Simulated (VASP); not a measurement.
# MgO (P6_3mc) in VASP: notebook, part 2 of 2

VASP 6.6.1.

### 3 Single point, PBE

This run uses another cell than the first one, of 11.79 Å³/atom, 0.943 times its volume.

The input, INCAR:

```
SYSTEM = MgO
ALGO = Normal
EDIFF = 1E-6
ENCUT = 520
GGA = PE
ISIF = 2
ISMEAR = 0
LASPH = .TRUE.
LCHARG = .FALSE.
LREAL = .FALSE.
LWAVE = .FALSE.
NBANDS = 16
NELM = 100
PREC = Accurate
SIGMA = 0.01
```

The input, KPOINTS:

```
k-points
0
G
  12 12 6
  0 0 0
```

The input, POSCAR:

```
MgO
1.0
    3.2882171868      0.0000000001      0.0000000000
   -1.6441085934      2.8476796169      0.0000000000
    0.0000000000      0.0000000000      5.0343664111
Mg O
2 2
Direct
    0.3333333333      0.6666666667     -0.0098385153
    0.6666666667      0.3333333333      0.4901614847
    0.3333333333      0.6666666667      0.3848385153
    0.6666666667      0.3333333333      0.8848385153
```

Potentials or basis: VASP PAW PBE potentials, release 64 (Mg, O).

On the command line:

```
> cat potpaw_PBE.64/Mg/POTCAR potpaw_PBE.64/O/POTCAR > POTCAR
> mpirun -np 1 vasp_std > vasp.out
```

OUTCAR:

```text
SYSTEM = MgO
   EDIFF = 1E-6
   ENCUT = 520
   GGA = PE
   ISIF = 2
   ISMEAR = 0
   LASPH = .TRUE.
   LREAL = .FALSE.
   NELM = 100
   PREC = Accurate

 ion  position               nearest neighbor table
   1  0.333  0.667  0.990-   4 1.97   4 1.97   4 1.97   3 1.99   2 3.15   2 3.15   2 3.15   2 3.15
                             2 3.15   2 3.15
   2  0.667  0.333  0.490-   3 1.97   3 1.97   3 1.97   4 1.99   1 3.15   1 3.15   1 3.15   1 3.15
                             1 3.15   1 3.15
[... 662 lines left out ...]
  --------------------------------------------------------------------------------------
  -------------------------------------------------------------------------------------
  Total        1.0363494      1.0363494      1.0182448      0.0000000      0.0000000      0.0000000
  in kB       35.2225119     35.2225119     34.6071917      0.0000000      0.0000000      0.0000000
  external PRESSURE =      35.0174052 kB  Pullay stress =       0.0000000 kB

 VOLUME and BASIS-vectors are now :
 -----------------------------------------------------------------------------
  energy-cutoff  :      520.00
  volume of cell :       47.14
      direct lattice vectors                 reciprocal lattice vectors
     3.288217187  0.000000000  0.000000000     0.304116165  0.175581550  0.000000000
    -1.644108593  2.847679617  0.000000000    -0.000000000  0.351163099  0.000000000
     0.000000000  0.000000000  5.034366411     0.000000000  0.000000000  0.198634727

 POSITION                                       TOTAL-FORCE (eV/Angst)
 -----------------------------------------------------------------------------------
     -0.00000      1.89845      4.98484         0.000000     -0.000000     -0.015069
      1.64411      0.94923      2.46765        -0.000000      0.000000     -0.015069
     -0.00000      1.89845      1.93742        -0.000000      0.000000      0.015069
      1.64411      0.94923      4.45460        -0.000000     -0.000000      0.015069
 -----------------------------------------------------------------------------------
    total drift:                               -0.000000     -0.000000      0.002328

  FREE ENERGIE OF THE ION-ELECTRON SYSTEM (eV)
  ---------------------------------------------------
  free  energy   TOTEN  =       -23.5186713466 eV

  energy  without entropy=      -23.5186713466  energy(sigma->0) =      -23.51867135
```

OSZICAR:

```text
N       E                     dE             d eps       ncg     rms          rms(c)
DAV:   1     0.607313054785E+02    0.60731E+02   -0.75076E+03  2432   0.882E+02
DAV:   2    -0.237318526971E+02   -0.84463E+02   -0.77797E+02  3328   0.196E+02
DAV:   3    -0.277859266328E+02   -0.40541E+01   -0.40434E+01  2808   0.444E+01
DAV:   4    -0.278027182308E+02   -0.16792E-01   -0.16791E-01  2928   0.336E+00
DAV:   5    -0.278028020064E+02   -0.83776E-04   -0.83776E-04  2816   0.227E-01    0.117E+01
DAV:   6    -0.235715088361E+02    0.42313E+01   -0.12250E+01  2432   0.262E+01    0.385E+00
DAV:   7    -0.235245740978E+02    0.46935E-01   -0.16620E-01  2464   0.326E+00    0.220E+00
DAV:   8    -0.235203122878E+02    0.42618E-02   -0.95051E-02  2568   0.337E+00    0.502E-01
DAV:   9    -0.235179082996E+02    0.24040E-02   -0.30780E-03  3024   0.509E-01    0.175E-01
DAV:  10    -0.235186491534E+02   -0.74085E-03   -0.15605E-03  2472   0.256E-01    0.304E-02
DAV:  11    -0.235186707324E+02   -0.21579E-04   -0.14705E-05  2888   0.273E-02    0.201E-02
DAV:  12    -0.235186713466E+02   -0.61423E-06   -0.89382E-06  2456   0.259E-02
   1 F= -.23518671E+02 E0= -.23518671E+02  d E =-.104266E-97
```

stdout:

```text
POSCAR found type information on POSCAR MgO
 POSCAR found :  2 types and       4 ions
 scaLAPACK will be used
 LDA part: xc-table for (Slater+PW92), standard interpolation
 POSCAR, INCAR and KPOINTS ok, starting setup
 FFT: planning ... GRIDC
 FFT: planning ... GRID_SOFT
 FFT: planning ... GRID
 WAVECAR not read
 entering main loop
```

It took 20 s on 1 thread of AMD EPYC 9R45 (Zen 5), shared host; peak memory 0.16 GiB.

What came out:

* Free energy: -23.5187 eV
* Pressure: 3.5 GPa
* Largest force: 0.015 eV/Å
* Band gap on the k mesh: 3.54 eV, direct

Forces in eV/Å, atoms in the order of the input:
```
Mg   0.000  0.000 -0.015
Mg   0.000  0.000 -0.015
O    0.000  0.000  0.015
O    0.000  0.000  0.015
```

A k mesh can miss the band edges.

### 4 Single point, r2SCAN

This run uses another cell than the first one, of 11.79 Å³/atom, 0.943 times its volume.

POSCAR is that of step 3.

The input, INCAR.step1:

```
PREC = Accurate
ENCUT = 520
ISMEAR = 0
SIGMA = 0.01
LREAL = False
LASPH = True
NELM = 100
NBANDS = 16
GGA = PE
ALGO = Normal
EDIFF = 1E-4
LWAVE = True
LCHARG = False
```

The input, INCAR.step2:

```
PREC = Accurate
ENCUT = 520
EDIFF = 1E-7
ISMEAR = 0
SIGMA = 0.01
LREAL = False
LASPH = True
NELM = 100
ALGO = Normal
ISIF = 2
LWAVE = False
LCHARG = False
METAGGA = R2SCAN
LMIXTAU = True
NBANDS = 16
ISTART = 1
```

The input, KPOINTS:

```
regular mesh
0
Gamma
  12 12 6
```

On the command line:

```
> cat potpaw_PBE.64/Mg/POTCAR potpaw_PBE.64/O/POTCAR > POTCAR
> cp INCAR.step1 INCAR
> mpirun -np 1 vasp_std > vasp.out
> cp INCAR.step2 INCAR
> mpirun -np 1 vasp_std > vasp.out
```

Wall time 1.9 min (1 thread of AMD EPYC 9R45 (Zen 5), shared host); peak memory 0.17 GiB.

Results (log left out):

```yaml
Free_energy: -31.8555 eV
Pressure: -0.6 GPa
Band_gap_on_the_k_mesh: 4.21 eV, direct
```

Forces in eV/Å, atoms in the order of the input:
```
Mg   0.000  0.000  0.002
Mg   0.000  0.000  0.002
O    0.000  0.000 -0.002
O    0.000  0.000 -0.002
```

Levels at points of the mesh, in eV from the valence-band top:
```tsv
k point	band 6	band 7	band 8	band 9	band 10	band 11
(0.00, 0.00, 0.00)	-0.38	-0.38	0.00	4.21	9.43	11.17
(0.50, 0.00, 0.00)	-1.23	-0.79	-0.47	8.59	8.84	10.13
(0.00, 0.00, 0.50)	-0.54	-0.54	-0.54	6.72	6.72	14.18
(0.50, 0.00, 0.50)	-0.87	-0.70	-0.70	8.15	8.15	11.81
```

Caveat: the PAW data sets were made with another functional, which shifts forces and pressure a little.

### 5 The runs side by side

| level | cell | k mesh | gap on the mesh (eV) | pressure (GPa) | largest force (eV/Å) |
| --- | --- | --- | --- | --- | --- |
| r2SCAN | a = 3.353, b = 3.353, c = 5.133 Å, angles 90.0, 90.0, 120.0°, 4 atoms | 9 × 9 × 4 | 3.88 | -7.2 | 0.05 |
| PBE | a = 3.288, b = 3.288, c = 5.034 Å, angles 90.0, 90.0, 120.0°, 4 atoms | 12 × 12 × 6 | 3.54 | 3.5 | 0.02 |
| r2SCAN | a = 3.288, b = 3.288, c = 5.034 Å, angles 90.0, 90.0, 120.0°, 4 atoms | 12 × 12 × 6 | 4.21 | -0.6 | - |

Alike in all rows: task single point; potentials or basis VASP PAW PBE potentials, release 64 (Mg, O); no spin polarisation; cutoff (eV) 520; smearing gaussian 0.01 eV.

Caveats: the PAW data sets were made with another functional, which shifts forces and pressure a little (some runs).

Absolute energies hang on the potentials; compare differences alone.
